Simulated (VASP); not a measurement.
# Zr3SiO (P4mm) in VASP: further runs, part 2 of 2

VASP 6.6.1. Earlier steps stand in the parts before.

## 4. Single point, PBE, collinear spin

This run uses another cell than the first one, of 25.43 Å³/atom.

File INCAR:

```
PREC = Accurate ; ENCUT = 520
EDIFF = 1E-6 ; ISMEAR = 0
SIGMA = 0.1 ; LREAL = F
LASPH = T ; NELM = 150
ALGO = Normal ; ISIF = 2
LWAVE = F ; LCHARG = F
ISPIN = 2 ; MAGMOM = 1 1 1 0 0
LORBIT = 11 ; LMAXMIX = 4
GGA = PE ; NBANDS = 35
```

File KPOINTS:

```
regular mesh
0
Gamma
  4 4 4
```

File POSCAR:

```
Zr3SiO
1.0
    4.3629683317      0.0000000000      0.0000000000
    0.0000000000      4.3629683317      0.0000000000
    0.0000000000      0.0000000000      6.6787837567
Zr Si O
3 1 1
Direct
    0.0000000000      0.5000000000      0.8952176976
    0.5000000000      0.0000000000      0.8952176976
    0.0000000000      0.0000000000      0.5375696103
    0.0000000000      0.0000000000      0.1405306463
    0.5000000000      0.5000000000      0.8914613682
```

Potentials or basis: VASP PAW PBE potentials, release 64 (Zr_sv, Si, O).

On the command line:

```console
> cat potpaw_PBE.64/Zr_sv/POTCAR potpaw_PBE.64/Si/POTCAR potpaw_PBE.64/O/POTCAR > POTCAR
> mpirun -np 1 vasp_std > vasp.out
```

OUTCAR:

```text
PREC = Accurate
   ENCUT = 520
   EDIFF = 1E-6
   ISMEAR = 0
   LREAL = F
   LASPH = T
   NELM = 150
   ISIF = 2
   ISPIN = 2
   LORBIT = 11
   GGA = PE

 ion  position               nearest neighbor table
   1  0.000  0.500  0.895-   5 2.18   5 2.18   4 2.73   4 2.73   2 3.09   2 3.09   2 3.09   2 3.09
                             3 3.23   3 3.23
   2  0.500  0.000  0.895-   5 2.18   5 2.18   4 2.73   4 2.73   1 3.09   1 3.09   1 3.09   1 3.09
                             3 3.23   3 3.23
   3  0.000  0.000  0.538-   4 2.65   2 3.23   1 3.23   1 3.23   2 3.23
   4  0.000  0.000  0.141-   3 2.65   2 2.73   1 2.73   1 2.73   2 2.73
   5  0.500  0.500  0.891-   1 2.18   2 2.18   2 2.18   1 2.18

  LATTYP: Found a simple tetragonal cell.
 ALAT       =     4.3629683317
 C/A-ratio  =     1.5307889604

  Lattice vectors:

 A1 = (   4.3629683317,   0.0000000000,   0.0000000000)
 A2 = (   0.0000000000,   4.3629683317,   0.0000000000)
 A3 = (   0.0000000000,   0.0000000000,   6.6787837567)

Analysis of symmetry for initial positions (statically):
=====================================================================
 Subroutine PRICEL returns:
 Original cell was already a primitive cell.

 Routine SETGRP: Setting up the symmetry group for a
 simple tetragonal supercell.

 Subroutine GETGRP returns: Found  8 space group operations
 (whereof  8 operations were pure point group operations)
 out of a pool of 16 trial point group operations.

The static configuration has the point symmetry C_4v.

Analysis of symmetry for dynamics (positions and initial velocities):
=====================================================================
 Subroutine PRICEL returns:
 Original cell was already a primitive cell.

 Routine SETGRP: Setting up the symmetry group for a
 simple tetragonal supercell.

 Subroutine GETGRP returns: Found  8 space group operations
 (whereof  8 operations were pure point group operations)
 out of a pool of 16 trial point group operations.

The dynamic configuration has the point symmetry C_4v.

Analysis of structural, dynamic, and magnetic symmetry:
=====================================================================
 Subroutine PRICEL returns:
 Original cell was already a primitive cell.

 Routine SETGRP: Setting up the symmetry group for a
 simple tetragonal supercell.

 Subroutine GETGRP returns: Found  8 space group operations
 (whereof  8 operations were pure point group operations)
 out of a pool of 16 trial point group operations.

The overall configuration has the point symmetry C_4v.

 Subroutine INISYM returns: Found  8 space group operations
 (whereof  8 operations are pure point group operations),
 and found     1 'primitive' translations

----------------------------------------------------------------------------------------

                                     Primitive cell

  volume of cell :     127.1339

  direct lattice vectors                    reciprocal lattice vectors
     4.362968332  0.000000000  0.000000000     0.229201755  0.000000000  0.000000000
     0.000000000  4.362968332  0.000000000     0.000000000  0.229201755  0.000000000
[... 84 lines left out ...]
   EDIFF  = 0.1E-05   stopping-criterion for ELM
   LREAL  =      F    real-space projection
   EDIFFG = 0.1E-04   stopping-criterion for IOM
   NSW    =      0    number of steps for IOM
   IBRION =     -1    ionic relax: 0-MD 1-quasi-New 2-CG
   NFREE  =      0    steps in history (QN), initial steepest desc. (CG)
   ISIF   =      2    stress and relaxation
   ISYM   =      2    0-nonsym 1-usesym 2-fastsym
   POTIM  = 0.5000    time-step for ionic-motion
   TEBEG  =    0.0;   TEEND  =   0.0 temperature during run
   PSTRESS=    0.0 pullay stress
   NELECT =      46.0000    total number of electrons
   NUPDOWN=      -1.0000    fix difference up-down
   EMIN   =  10.00;   EMAX   =-10.00  energy-range for DOS
   EFERMI =   0.00;   METHOD = LEGACY
   ISMEAR =     0;   SIGMA  =   0.10  broadening in eV -4-tet -1-fermi 0-gaus
   EFERMI_NEDOS =   21; number of points for ismear=-14 and -15
   IALGO  =     38    algorithm
   IMIX   =      4    mixing-type and parameters
     AMIX     =   0.40;   BMIX     =  1.00
     AMIX_MAG =   1.60;   BMIX_MAG =  1.00
  volume/ion in A,a.u.               =      25.43       171.59
  Fermi-wavevector in a.u.,A,eV,Ry     =   1.166560  2.204478 18.515643  1.360861
  Thomas-Fermi vector in A             =   2.303071
   LORBIT       =     11    0 simple, 1 ext, 2 COOP (PROOUT), +10 PAW based schemes
   GGA     = PE    functional components
   LHFCALC =     F    Hartree Fock is set to
   AEXX    =    0.0000 exact exchange contribution
   IVDW    =     0    specifies the selected vdW correction
   LEPSILON=     F    determine dielectric tensor
   LRPA    =     F    only Hartree local field effects (RPA)
 spin polarized calculation
 Gauss-broadening in eV      SIGMA  =   0.10
  energy-cutoff  :      520.00
  volume of cell :      127.13
 maximum number of plane-waves:      3452
   NGX = 17   NGY = 17   NGZ = 25

 number of electron      45.9999995 magnetization       0.0001136

 Free energy of the ion-electron system (eV)
  ---------------------------------------------------
  ext. energy  EPLUGINS =         0.00000000
  ---------------------------------------------------
  free energy    TOTEN  =       -38.47090104 eV

  energy without entropy =      -38.44392559  energy(sigma->0) =      -38.45741332

 E-fermi :   5.2279     XC(G=0):  -9.2070

 val. band max:        5.2087655738   @ k =   0.5000   0.5000   0.2500
 cond. band min:       5.2369704844   @ k =   0.5000   0.0000   0.2500
 fundamental gap:      0.0282049106
 Fermi energy:         5.2279104598

 spin component 1

 k-point     1 :       0.0000    0.0000    0.0000
  band No.  band energies     occupation
      1     -44.2387      1.00000
      2     -43.6215      1.00000
      3     -43.4643      1.00000
      4     -22.3427      1.00000
      5     -22.3427      1.00000
      6     -22.0904      1.00000
[... 673 lines left out ...]
     34       9.8590      0.00000
     35      10.5160      0.00000
 Fermi energy:         5.2279104598

 spin component 2

 k-point     1 :       0.0000    0.0000    0.0000
  band No.  band energies     occupation
      1     -44.2387      1.00000
      2     -43.6215      1.00000
      3     -43.4643      1.00000
      4     -22.3427      1.00000
      5     -22.3427      1.00000
      6     -22.0904      1.00000
[... 673 lines left out ...]
     34       9.8590      0.00000
     35      10.5160      0.00000

------------------------ aborting loop because EDIFF is reached ----------------------------------------

  FORCE on cell =-STRESS in cart. coord.  units (eV):
  Direction    XX          YY          ZZ          XY          YZ          ZX
  --------------------------------------------------------------------------------------
  -------------------------------------------------------------------------------------
  Total        0.0362792      0.0362792     -0.0517214      0.0000000      0.0000000      0.0000000
  in kB        0.4572012      0.4572012     -0.6518078      0.0000000      0.0000000      0.0000000
  external PRESSURE =       0.0875315 kB  Pullay stress =       0.0000000 kB

 VOLUME and BASIS-vectors are now :
 -----------------------------------------------------------------------------
  energy-cutoff  :      520.00
  volume of cell :      127.13
      direct lattice vectors                 reciprocal lattice vectors
     4.362968332  0.000000000  0.000000000     0.229201755  0.000000000  0.000000000
     0.000000000  4.362968332  0.000000000     0.000000000  0.229201755  0.000000000
     0.000000000  0.000000000  6.678783757     0.000000000  0.000000000  0.149727860

 POSITION                                       TOTAL-FORCE (eV/Angst)
 -----------------------------------------------------------------------------------
      0.00000      2.18148      5.97897         0.000000     -0.000000     -0.004074
      2.18148      0.00000      5.97897        -0.000000     -0.000000     -0.004074
      0.00000      0.00000      3.59031        -0.000000     -0.000000      0.008816
      0.00000      0.00000      0.93857        -0.000000     -0.000000     -0.006008
      2.18148      2.18148      5.95388        -0.000000      0.000000      0.005341
 -----------------------------------------------------------------------------------
    total drift:                                0.000000      0.000000     -0.000099

  FREE ENERGIE OF THE ION-ELECTRON SYSTEM (eV)
  ---------------------------------------------------
  free  energy   TOTEN  =       -38.4709010406 eV

  energy  without entropy=      -38.4439255942  energy(sigma->0) =      -38.45741332

 total charge

# of ion       s       p       d       tot
------------------------------------------
    1        2.200   5.989   1.654   9.843
    2        2.200   5.989   1.654   9.843
    3        2.217   5.935   1.514   9.665
    4        0.809   0.915   0.000   1.724
    5        1.565   3.465   0.000   5.029
--------------------------------------------------
tot          8.990  22.293   4.821  36.104

 magnetization (x)

# of ion       s       p       d       tot
------------------------------------------
    1       -0.000   0.000  -0.000  -0.000
    2       -0.000   0.000  -0.000  -0.000
    3        0.000   0.000   0.000   0.000
    4       -0.000   0.000   0.000   0.000
    5        0.000   0.000   0.000   0.000
--------------------------------------------------
tot          0.000   0.000   0.000   0.000
```

OSZICAR:

```text
N       E                     dE             d eps       ncg     rms          rms(c)
DAV:   1     0.423442347760E+03    0.42344E+03   -0.22583E+04  2528   0.122E+03
DAV:   2    -0.716244204001E+01   -0.43060E+03   -0.41532E+03  3053   0.365E+02
DAV:   3    -0.399934971442E+02   -0.32831E+02   -0.32143E+02  3789   0.801E+01
[... 14 lines left out ...]
DAV:  18    -0.384708692883E+02   -0.46132E-04   -0.10610E-04  3303   0.340E-02    0.857E-03
DAV:  19    -0.384708932471E+02   -0.23959E-04   -0.91742E-05  3360   0.309E-02    0.413E-03
DAV:  20    -0.384708998046E+02   -0.65575E-05   -0.22367E-05  3934   0.157E-02    0.245E-03
DAV:  21    -0.384709008989E+02   -0.10943E-05   -0.49541E-06  2780   0.806E-03    0.951E-04
DAV:  22    -0.384709010406E+02   -0.14167E-06   -0.32906E-07  1567   0.313E-03
   1 F= -.38470901E+02 E0= -.38457413E+02  d E =-.269754E-01  mag=     0.0003
```

It took 1.9 min on 1 thread of Intel Xeon Platinum 8488C (Sapphire Rapids), shared host; peak memory 0.32 GiB.

What came out:

* Free energy: -38.4709 eV
* Pressure: 0.0 GPa
* Largest force: 0.009 eV/Å
* Band gap on the k mesh: zero (filled and empty bands overlap)
* Net moment: 0.00 μB per cell
* Valence electrons inside the program's atomic spheres: Zr 9.84, 9.66 (each value once); Si 1.72; O 5.03

Forces on the atoms (eV/Å):
```
Zr   0.000  0.000 -0.004
Zr   0.000  0.000 -0.004
Zr   0.000  0.000  0.009
Si   0.000  0.000 -0.006
O    0.000  0.000  0.005
```

Levels at points of the mesh, in eV from the Fermi level:
Spin up:
| k point | band 20 | band 21 | band 22 | band 23 | band 24 | band 25 | band 26 | band 27 |
| --- | --- | --- | --- | --- | --- | --- | --- | --- |
| (0.00, 0.00, 0.00) | -1.81 | -1.66 | -1.53 | -0.58 | 0.10 | 1.57 | 1.57 | 1.75 |
| (0.50, 0.00, 0.00) | -1.54 | -1.39 | -0.61 | -0.24 | -0.03 | 0.57 | 1.02 | 1.59 |
| (0.50, 0.50, 0.00) | -1.97 | -0.43 | -0.43 | -0.04 | 0.05 | 0.66 | 0.66 | 1.57 |
| (0.00, 0.00, 0.50) | -1.53 | -1.51 | -1.51 | -0.39 | 0.28 | 0.28 | 1.09 | 1.71 |
| (0.50, 0.00, 0.50) | -1.16 | -0.93 | -0.18 | 0.16 | 0.29 | 0.45 | 1.43 | 1.60 |
| (0.50, 0.50, 0.50) | -1.74 | -0.37 | 0.14 | 0.52 | 0.52 | 0.72 | 0.72 | 1.51 |
Spin down:
| k point | band 21 | band 22 | band 23 | band 24 | band 25 | band 26 |
| --- | --- | --- | --- | --- | --- | --- |
| (0.00, 0.00, 0.00) | -1.66 | -1.53 | -0.58 | 0.10 | 1.57 | 1.57 |
| (0.50, 0.00, 0.00) | -1.39 | -0.61 | -0.24 | -0.03 | 0.57 | 1.02 |
| (0.50, 0.50, 0.00) | -0.43 | -0.43 | -0.04 | 0.05 | 0.66 | 0.66 |
| (0.00, 0.00, 0.50) | -1.51 | -1.51 | -0.39 | 0.28 | 0.28 | 1.09 |
| (0.50, 0.00, 0.50) | -0.93 | -0.18 | 0.16 | 0.29 | 0.45 | 1.43 |
| (0.50, 0.50, 0.50) | -0.37 | 0.14 | 0.52 | 0.52 | 0.72 | 0.72 |

Caveat: the k points lie up to 0.36 Å⁻¹ apart, too coarse for converged energies and pressures of a metal.

## 5. Summary

```tsv
task	spin	cell	k mesh	cutoff (eV)	gap on the mesh (eV)	pressure (GPa)	largest force (eV/Å)
relaxation of cell and atoms	off	relaxed from a = 3.930, b = 3.930, c = 4.041 Å, 5 atoms, atomic positions A	4 × 4 × 4	600	none	0.0	0.04
single point	off	a = 4.361, b = 4.361, c = 6.675 Å, 5 atoms, atomic positions B	10 × 10 × 6	520	none	0.0	0.01
single point	collinear	a = 4.363, b = 4.363, c = 6.679 Å, 5 atoms, atomic positions C	4 × 4 × 4	520	none	0.0	0.01
```

Alike in all rows: level PBE; potentials or basis VASP PAW PBE potentials, release 64 (Zr_sv, Si, O); smearing gaussian 0.1 eV.

Caveats: some runs use coarse meshes; the volume moved by over 15 % at a fixed basis, so the end points are rough (at least some runs).

Absolute energies hang on the potentials; compare differences alone.
